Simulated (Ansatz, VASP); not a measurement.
# One calculation of SrO, two programs

The input INCAR:

```
PREC = Accurate
ENCUT = 520
EDIFF = 1E-7
ISMEAR = 0
SIGMA = 0.01
LREAL = F
LASPH = T
NELM = 80
ALGO = Normal
ISIF = 2
LWAVE = F
LCHARG = F
GGA = PS
NBANDS = 15
```

KPOINTS

```
regular mesh
0
Gamma
  6 6 6
```

The input POSCAR:

```
SrO
1.0
    0.0000000000      2.5798927166      2.5798927166
    2.5798927166      0.0000000000      2.5798927166
    2.5798927166      2.5798927166      0.0000000000
Sr O
1 1
Direct
    0.5000000000      0.5000000000      0.5000000000
    0.0000000000      0.0000000000      0.0000000000
```

Input for Ansatz:

```yaml
crystal:
  lattice:
    - [0.0, 2.5798927166, 2.5798927166]
    - [2.5798927166, 0.0, 2.5798927166]
    - [2.5798927166, 2.5798927166, 0.0]
  atoms:
    - { symbol: Sr, position: [0.5, 0.5, 0.5] }
    - { symbol: O, position: [0.0, 0.0, 0.0] }
kpoints:
  mp_grid: { grid: [6, 6, 6] }
hamiltonian:
  xc: pbesol
scf:
  occupations: { method: fixed }
  n_extra_bands: 4
  mixing: { preconditioner: none }
output:
  forces: true
  stress: true
  eigenvalues: true
```

Alike in both runs: task single point; functional PBEsol; k mesh 6 × 6 × 6; no spin polarisation.

|  | VASP | Ansatz |
| --- | --- | --- |
| version | VASP 6.6.1 | Ansatz 0.2.0 |
| potentials or method | VASP PAW PBE potentials, release 64 (Sr_sv, O) | plane waves |
| plane-wave cutoff (eV) | 520 | 420 |
| occupations | gaussian, width 0.01 eV | fixed |
| valence electrons in the cell | 16 | 16 |

VASP gave:

| Quantity | Value |
| --- | --- |
| gap on the k mesh at the Fermi level (eV) | 3.16 |
| pressure (GPa) | -1.4 |

Task: What did Ansatz give for the same quantities?

Result: gap on the k mesh at the Fermi level (eV): 3.21; pressure (GPa): -1.9.

VASP's potentials were made for PBE, not for PBEsol.
